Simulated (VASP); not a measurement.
Crystal: Al6W.

```
Al W
1.0
     0.00000    3.87407    3.87407
     3.87407    0.00000    3.87407
     3.87407    3.87407    0.00000
Al W
6 1
Cartesian
  1.9370 1.9370 3.8741
  1.9370 3.8741 1.9370
  1.9370 1.9370 0.0000
  1.9370 0.0000 1.9370
  3.8741 1.9370 1.9370
  0.0000 1.9370 1.9370
  0.0000 0.0000 0.0000
```

```yaml
Program: VASP 6.6.1
Task: relaxation of cell and atoms
Functional: PBE
Potentials_or_basis: VASP PAW PBE potentials, release 64 (Al, W_sv)
Cutoff: 600 eV
k_mesh: 4 × 4 × 4
Occupations: gaussian, width 0.2 eV
Spin: no spin polarisation
```

At the start: pressure 4.1 GPa; volume 16.61 Å³/atom.

Question: How do energy, volume and symmetry change on relaxing?

Answer: Over 3 steps the energy falls by 7.4 meV/atom and the volume is 17.22 Å³/atom (+3.6 %); space group Fm-3m (No. 225, to 0.05 Å).

Step by step:
```csv
step,energy change (eV),largest force (eV/Å),pressure (GPa),volume (Å³)
1,0.0000,0.0000,4.07,116.29
2,-0.0278,0.0000,-2.49,123.53
3,-0.0519,0.0000,0.00,120.51
```

Final structure:
```cif
data_structure
_symmetry_space_group_name_H-M 'P 1'
_symmetry_Int_Tables_number 1
_cell_length_a 5.5443
_cell_length_b 5.5443
_cell_length_c 5.5443
_cell_angle_alpha 60.000
_cell_angle_beta 60.000
_cell_angle_gamma 60.000
_cell_volume 120.51
loop_
_atom_site_label
_atom_site_type_symbol
_atom_site_fract_x
_atom_site_fract_y
_atom_site_fract_z
_atom_site_occupancy
Al1 Al 0.50000 0.50000 0.00000 1
Al2 Al 0.50000 0.00000 0.50000 1
Al3 Al 0.00000 0.00000 0.50000 1
Al4 Al 0.00000 0.50000 0.00000 1
Al5 Al 0.00000 0.50000 0.50000 1
Al6 Al 0.50000 0.00000 0.00000 1
W1 W 0.00000 0.00000 0.00000 1
```
